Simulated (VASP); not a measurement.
The system is Bi3B4P.

```
P B Bi
1.0
    -2.62155    2.62155    5.21184
     2.62155   -2.62155    5.21184
     2.62155    2.62155   -5.21184
P B Bi
1 4 3
Direct
  0.00000 0.00000 0.00000
  0.67182 0.67182 0.57026
  0.89845 0.32818 0.00000
  0.10155 0.10155 0.42974
  0.32818 0.89845 0.00000
  0.25000 0.75000 0.50000
  0.50000 0.50000 0.00000
  0.75000 0.25000 0.50000
```

Base run:

```yaml
Program: VASP 6.6.1
Functional: r2SCAN
Potentials_or_basis: VASP PAW PBE potentials, release 64 (P, B, Bi_d)
Cutoff: 520 eV
k_mesh: 6 × 6 × 6
Occupations: fermi-dirac, width 0.02 eV
Spin: no spin polarisation
```

Its results: band gap on the k mesh 0.64 eV (least direct gap 0.80 eV); pressure -0.1 GPa; largest force 0.020 eV/Å.

Q: The run is repeated on the same cell with these changes: functional from r2SCAN to PBE; k mesh from 6 × 6 × 6 to 8 × 8 × 8. What comes out?

A: Band gap on the k mesh 0.47 eV (least direct gap 0.63 eV); pressure 1.2 GPa; largest force 0.073 eV/Å.

Several settings changed at once.

Caveats: spin-orbit coupling is left out, which moves the levels of the heavy elements; the PAW data sets were made with another functional, which shifts forces and pressure a little (at least some runs).

A k mesh can miss the band edges.
